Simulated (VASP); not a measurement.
# ZrC (P-6m2) in VASP: single point with PBE

Aim: the single point of ZrC with PBE.

All numbers are computed with VASP 6.6.1; they aren't measurements. Logs are shortened: lines on timing, memory, paths and dates and some standing lists are left out, and cuts for length are marked.

### 1 The cell of the first run

It takes space group P-6m2 (No. 187, hexagonal). Conventional cell: a = 3.279 Å, b = 3.279 Å, c = 2.928 Å, α = 90.00°, β = 90.00°, γ = 120.00°. Within 3.2 Å of Zr (site symmetry -6m2) lie 6 C at 2.39 Å and 2 Zr at 2.93 Å. C (site symmetry -6m2) has 6 Zr at 2.39 Å and 2 C at 2.93 Å within 3.2 Å.

### 2 Single point, PBE

Input file INCAR:

```
PREC = Accurate
ENCUT = 600
EDIFF = 1E-6
ISMEAR = 0
SIGMA = 0.2
LREAL = False
LASPH = True
NELM = 120
ALGO = Normal
ISIF = 2
LWAVE = False
LCHARG = True
GGA = PE
LELF = True
LVHAR = True
NBANDS = 15
GGA_COMPAT = False
```

Input file KPOINTS:

```
Automatic mesh
0
Gamma
  6 6 6
```

Input file POSCAR:

```
ZrC
1.0
    3.2792569646      0.0000000000      0.0000000000
   -1.6396284823      2.8399198369      0.0000000000
    0.0000000000      0.0000000000      2.9282251500
Zr C
1 1
Direct
    0.0000000000      0.0000000000      0.5000000000
    0.3333333333      0.6666666667      0.0000000000
```

Potentials or basis: VASP PAW PBE potentials, release 64 (Zr_sv, C).

Run with:

```bash
$ cat potpaw_PBE.64/Zr_sv/POTCAR potpaw_PBE.64/C/POTCAR > POTCAR
$ mpirun -np 1 vasp_std > vasp.out
```

OUTCAR:

```text
PREC = Accurate
   ENCUT = 600
   EDIFF = 1E-6
   ISMEAR = 0
   LREAL = False
   LASPH = True
   NELM = 120
   ISIF = 2
   GGA = PE

 ion  position               nearest neighbor table
   1  0.000  0.000  0.500-   2 2.39   2 2.39   2 2.39   2 2.39   2 2.39   2 2.39
   2  0.333  0.667  0.000-   1 2.39   1 2.39   1 2.39   1 2.39   1 2.39   1 2.39

  LATTYP: Found a hexagonal cell.
 ALAT       =     3.2792569646
 C/A-ratio  =     0.8929538556

  Lattice vectors:

 A1 = (   3.2792569646,   0.0000000000,   0.0000000000)
 A2 = (  -1.6396284823,   2.8399198369,   0.0000000000)
 A3 = (   0.0000000000,   0.0000000000,   2.9282251500)

Analysis of symmetry for initial positions (statically):
=====================================================================
 Subroutine PRICEL returns:
 Original cell was already a primitive cell.

 Routine SETGRP: Setting up the symmetry group for a
 hexagonal supercell.

 Subroutine GETGRP returns: Found 12 space group operations
 (whereof 12 operations were pure point group operations)
 out of a pool of 24 trial point group operations.

The static configuration has the point symmetry D_3h.

Analysis of symmetry for dynamics (positions and initial velocities):
=====================================================================
 Subroutine PRICEL returns:
 Original cell was already a primitive cell.

 Routine SETGRP: Setting up the symmetry group for a
 hexagonal supercell.

 Subroutine GETGRP returns: Found 12 space group operations
 (whereof 12 operations were pure point group operations)
 out of a pool of 24 trial point group operations.

The dynamic configuration has the point symmetry D_3h.

 Subroutine INISYM returns: Found 12 space group operations
 (whereof 12 operations are pure point group operations),
 and found     1 'primitive' translations

----------------------------------------------------------------------------------------

                                     Primitive cell

  volume of cell :      27.2701

  direct lattice vectors                    reciprocal lattice vectors
     3.279256965  0.000000000  0.000000000     0.304947130  0.176061308  0.000000000
    -1.639628482  2.839919837  0.000000000     0.000000000  0.352122615  0.000000000
     0.000000000  0.000000000  2.928225150     0.000000000  0.000000000  0.341503795

  length of vectors
     3.279256965  3.279256965  2.928225150     0.352122615  0.352122615  0.341503795

  position of ions in fractional coordinates (direct lattice)
     0.000000000  0.000000000  0.500000000
     0.333333333  0.666666667  0.000000000

  ion indices of the primitive-cell ions
   primitive index   ion index
                 1           1
                 2           2

----------------------------------------------------------------------------------------

 KPOINTS: Automatic mesh

Automatic generation of k-mesh.
 Grid dimensions read from file:
 generate k-points for:    6    6    6

 Generating k-lattice:

  Cartesian coordinates                     Fractional coordinates (reciprocal lattice)
     0.050824522  0.029343551  0.000000000     0.166666667  0.000000000  0.000000000
     0.000000000  0.058687103  0.000000000     0.000000000  0.166666667  0.000000000
     0.000000000  0.000000000  0.056917299     0.000000000  0.000000000  0.166666667

  Length of vectors
     0.058687103  0.058687103  0.056917299

  Shift w.r.t. Gamma in fractional coordinates (k-lattice)
     0.000000000  0.000000000  0.000000000

 Subroutine IBZKPT returns following result:
 ===========================================

 Found     28 irreducible k-points:

 Following reciprocal coordinates:
            Coordinates               Weight
  0.000000  0.000000  0.000000      1.000000
  0.166667  0.000000  0.000000      6.000000
  0.333333  0.000000  0.000000      6.000000
  0.500000  0.000000  0.000000      3.000000
  0.166667  0.166667  0.000000      6.000000
  0.333333  0.166667  0.000000     12.000000
[... 16 lines left out ...]
  0.166667  0.000000  0.500000      6.000000
  0.333333  0.000000  0.500000      6.000000
 [... further k-points ...]
   k-points           NKPTS =     28   k-points in BZ     NKDIM =     28   number of bands    NBANDS=     15
   number of dos      NEDOS =    301   number of ions     NIONS =      2
   total plane-waves  NPLWV =  18816
   dimension x,y,z NGX =    28 NGY =   28 NGZ =   24
   dimension x,y,z NGXF=    56 NGYF=   56 NGZF=   48
   ions per type =               1   1
   NGX,Y,Z   is equivalent  to a cutoff of  14.19, 14.19, 13.63 a.u.
   NGXF,Y,Z  is equivalent  to a cutoff of  28.39, 28.39, 27.25 a.u.
 SYSTEM =  unknown system
   PREC   = accura    normal or accurate (medium, high low for compatibility)
   ISTART =      0    job   : 0-new  1-cont  2-samecut
   ICHARG =      2    charge: 1-file 2-atom 10-const
   ISPIN  =      1    spin polarized calculation?
   LNONCOLLINEAR =      F non collinear calculations
   LSORBIT =      F    spin-orbit coupling
   LASPH  =      T    aspherical Exc in radial PAW
   ENCUT  =  600.0 eV  44.10 Ry    6.64 a.u.   6.55  6.55  5.85*2*pi/ulx,y,z
   NELM   =    120;   NELMIN=  2; NELMDL= -5     # of ELM steps
   EDIFF  = 0.1E-05   stopping-criterion for ELM
   LREAL  =      F    real-space projection
   EDIFFG = 0.1E-04   stopping-criterion for IOM
   NSW    =      0    number of steps for IOM
   IBRION =     -1    ionic relax: 0-MD 1-quasi-New 2-CG
   NFREE  =      0    steps in history (QN), initial steepest desc. (CG)
   ISIF   =      2    stress and relaxation
   ISYM   =      2    0-nonsym 1-usesym 2-fastsym
   POTIM  = 0.5000    time-step for ionic-motion
   TEBEG  =    0.0;   TEEND  =   0.0 temperature during run
   PSTRESS=    0.0 pullay stress
   NELECT =      16.0000    total number of electrons
   NUPDOWN=      -1.0000    fix difference up-down
   EMIN   =  10.00;   EMAX   =-10.00  energy-range for DOS
   EFERMI =   0.00;   METHOD = LEGACY
   ISMEAR =     0;   SIGMA  =   0.20  broadening in eV -4-tet -1-fermi 0-gaus
   EFERMI_NEDOS =   21; number of points for ismear=-14 and -15
   IALGO  =     38    algorithm
   IMIX   =      4    mixing-type and parameters
     AMIX     =   0.40;   BMIX     =  1.00
     AMIX_MAG =   1.60;   BMIX_MAG =  1.00
  volume/ion in A,a.u.               =      13.64        92.01
  Fermi-wavevector in a.u.,A,eV,Ry     =   1.370522  2.589912 25.556256  1.878332
  Thomas-Fermi vector in A             =   2.496301
   LORBIT       =      0    0 simple, 1 ext, 2 COOP (PROOUT), +10 PAW based schemes
   GGA     = PE    functional components
   LHFCALC =     F    Hartree Fock is set to
   AEXX    =    0.0000 exact exchange contribution
   IVDW    =     0    specifies the selected vdW correction
   LEPSILON=     F    determine dielectric tensor
   LRPA    =     F    only Hartree local field effects (RPA)
 non-spin polarized calculation
 Gauss-broadening in eV      SIGMA  =   0.20
  energy-cutoff  :      600.00
  volume of cell :       27.27
 maximum number of plane-waves:       935
 NGX is ok and might be reduce to    28
   NGX = 13   NGY = 13   NGZ = 11

 number of electron      16.0000000 magnetization

 Free energy of the ion-electron system (eV)
  ---------------------------------------------------
  ext. energy  EPLUGINS =         0.00000000
  ---------------------------------------------------
  free energy    TOTEN  =       -18.02220059 eV

  energy without entropy =      -18.01447253  energy(sigma->0) =      -18.01833656

 E-fermi :   8.8982     XC(G=0): -11.8213

 val. band max:        8.8797042648   @ k =   0.3333   0.0000   0.0000
 cond. band min:       9.1367801340   @ k =   0.1667   0.1667   0.0000
 fundamental gap:      0.2570758692
 Fermi energy:         8.8981673185

 k-point     1 :       0.0000    0.0000    0.0000
  band No.  band energies     occupation
      1     -39.2674      2.00000
      2     -17.0755      2.00000
      3     -17.0755      2.00000
      4     -16.6505      2.00000
      5      -2.0081      2.00000
      6       7.3481      2.00000
      7       7.3481      2.00000
      8       7.7297      2.00000
      9      10.7128      0.00000
     10      14.1037      0.00000
     11      14.2158      0.00000
     12      14.2158      0.00000
     13      15.1913      0.00000
     14      15.1913      0.00000
     15      22.9487      0.00000

 k-point     2 :       0.1667    0.0000    0.0000
  band No.  band energies     occupation
      1     -39.2476      2.00000
      2     -17.2658      2.00000
      3     -17.1168      2.00000
      4     -16.6285      2.00000
      5      -1.5433      2.00000
      6       6.4132      2.00000
      7       7.7898      2.00000
      8       8.0937      2.00000
      9       9.9158      0.00000
     10      14.0603      0.00000
     11      14.3120      0.00000
     12      14.8797      0.00000
     13      15.1004      0.00000
     14      15.7003      0.00000
     15      22.2146      0.00000

 k-point     3 :       0.3333    0.0000    0.0000
  band No.  band energies     occupation
      1     -39.2077      2.00000
      2     -17.6276      2.00000
      3     -17.1982      2.00000
      4     -16.5842      2.00000
      5      -0.5627      2.00000
      6       5.2702      2.00000
      7       8.3590      1.99986
      8       8.7626      1.66227
      9       8.8797      1.10387
     10      13.5878      0.00000
     11      13.7701      0.00000
     12      14.4217      0.00000
     13      16.0881      0.00000
     14      18.0227      0.00000
     15      22.6512      0.00000

 k-point     4 :       0.5000    0.0000    0.0000
  band No.  band energies     occupation
      1     -39.1876      2.00000
      2     -17.8003      2.00000
      3     -17.2383      2.00000
      4     -16.5619      2.00000
      5      -0.0367      2.00000
      6       4.8927      2.00000
      7       8.1198      2.00000
      8       8.4813      1.99680
      9       9.3013      0.00436
     10      13.6340      0.00000
     11      14.0223      0.00000
     12      14.2791      0.00000
     13      16.3366      0.00000
     14      18.5350      0.00000
     15      21.6589      0.00000
[... 307 lines left out ...]
 k-point    22 :       0.0000    0.0000    0.5000
  band No.  band energies     occupation
      1     -39.1307      2.00000
      2     -17.8847      2.00000
      3     -16.9464      2.00000
      4     -16.9464      2.00000
      5       0.8590      2.00000
      6       3.9839      2.00000
      7       8.3700      1.99981
      8       8.3700      1.99981
      9      10.6911      0.00000
     10      10.6911      0.00000
     11      13.7267      0.00000
     12      13.7267      0.00000
     13      14.6093      0.00000
     14      18.9351      0.00000
     15      19.5085      0.00000

 k-point    23 :       0.1667    0.0000    0.5000
  band No.  band energies     occupation
      1     -39.1123      2.00000
      2     -17.8387      2.00000
      3     -17.1101      2.00000
      4     -16.9824      2.00000
      5       0.6181      2.00000
      6       4.5262      2.00000
      7       7.8045      2.00000
      8       8.0627      2.00000
      9       9.9509      0.00000
     10      11.3537      0.00000
     11      13.6895      0.00000
     12      14.7647      0.00000
     13      15.5619      0.00000
     14      20.2351      0.00000
     15      20.4274      0.00000

 k-point    24 :       0.3333    0.0000    0.5000
  band No.  band energies     occupation
      1     -39.0751      2.00000
      2     -17.7450      2.00000
      3     -17.4250      2.00000
      4     -17.0533      2.00000
      5       0.1708      2.00000
      6       5.2856      2.00000
      7       6.9890      2.00000
      8       7.3078      2.00000
      9      10.0120      0.00000
     10      13.0642      0.00000
     11      14.5882      0.00000
     12      16.2023      0.00000
     13      16.6502      0.00000
     14      21.1347      0.00000
     15      22.0495      0.00000

 [... further k-points ...]
[... 5 lines left out ...]
  --------------------------------------------------------------------------------------
  -------------------------------------------------------------------------------------
  Total        0.0039775      0.0039775     -0.0553501      0.0000000      0.0000000      0.0000000
  in kB        0.2336866      0.2336866     -3.2519428      0.0000000      0.0000000      0.0000000
  external PRESSURE =      -0.9281898 kB  Pullay stress =       0.0000000 kB

 VOLUME and BASIS-vectors are now :
 -----------------------------------------------------------------------------
  energy-cutoff  :      600.00
  volume of cell :       27.27
      direct lattice vectors                 reciprocal lattice vectors
     3.279256965  0.000000000  0.000000000     0.304947130  0.176061308  0.000000000
    -1.639628482  2.839919837  0.000000000     0.000000000  0.352122615  0.000000000
     0.000000000  0.000000000  2.928225150     0.000000000  0.000000000  0.341503795

 POSITION                                       TOTAL-FORCE (eV/Angst)
 -----------------------------------------------------------------------------------
      0.00000      0.00000      1.46411        -0.000000     -0.000000      0.000000
     -0.00000      1.89328      0.00000         0.000000      0.000000      0.000000
 -----------------------------------------------------------------------------------
    total drift:                                0.000000     -0.000000     -0.000000

  FREE ENERGIE OF THE ION-ELECTRON SYSTEM (eV)
  ---------------------------------------------------
  free  energy   TOTEN  =       -18.0222005939 eV

  energy  without entropy=      -18.0144725349  energy(sigma->0) =      -18.01833656
```

Wall time 29 s (1 thread of Intel Xeon 8259CL, shared host); peak memory 0.16 GiB.

Results:

```yaml
Free_energy: -18.0222 eV
Pressure: -0.1 GPa
Band_gap_on_the_k_mesh: zero (band 8 reaches 9.22 eV, above the bottom of band 9 at 8.88 eV)
```

Caveat: the k points lie up to 0.37 Å⁻¹ apart.
